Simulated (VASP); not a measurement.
Set up this calculation in VASP 6.6.1, as the native input.

| Quantity | Value |
| --- | --- |
| Task | single point |
| Functional | revPBE |
| Dispersion | D3(BJ) |
| Potentials or basis | VASP PAW PBE potentials, release 64 (Ti_sv, C) |
| Cutoff | 520 eV |
| k mesh | 11 × 11 × 11 |
| Occupations | fermi-dirac, width 0.05 eV |
| Spin | no spin polarisation |
| Dipole correction | no |
| Further INCAR settings | ALGO = Normal; EDIFF = 1e-06; NBANDS = 15 |

The structure of TiC lies in POSCAR:

```
TiC
1.0
    0.0000000000      2.1353107596      2.1353107596
    2.1353107596      0.0000000000      2.1353107596
    2.1353107596      2.1353107596      0.0000000000
Ti C
1 1
Direct
    0.0000000000      0.0000000000      0.0000000000
    0.5000000000      0.5000000000      0.5000000000
```

These files were run (other wordings do the same):

INCAR

```
ALGO = Normal
EDIFF = 1E-6
ENCUT = 520
GGA = RE
ISIF = 2
ISMEAR = -1
IVDW = 12
LASPH = True
LCHARG = False
LREAL = False
LWAVE = False
NBANDS = 15
NELM = 100
PREC = Accurate
SIGMA = 0.05
```

KPOINTS

```
k-points
0
Gamma
  11 11 11
```

Potentials or basis: VASP PAW PBE potentials, release 64 (Ti_sv, C).

Command:

```bash
$ cat potpaw_PBE.64/Ti_sv/POTCAR potpaw_PBE.64/C/POTCAR > POTCAR
$ mpirun -np 1 vasp_std > vasp.out
```

Results of the run:

| Item | Value |
| --- | --- |
| Pressure | 0.2 GPa |
| Band gap on the k mesh | zero (band 8 reaches 10.72 eV, above the bottom of band 9 at 9.59 eV) |
| Dispersion energy per atom | -0.891 eV |

Caveat: the PAW data sets were made with another functional, which shifts forces and pressure a little; pairwise dispersion overbinds metals, which lowers pressure and volume.

Run time: 6.2 s on 1 thread of Intel(R) Xeon(R) 6975P-C (Granite Rapids) (shared host), peak memory 0.15 GiB.
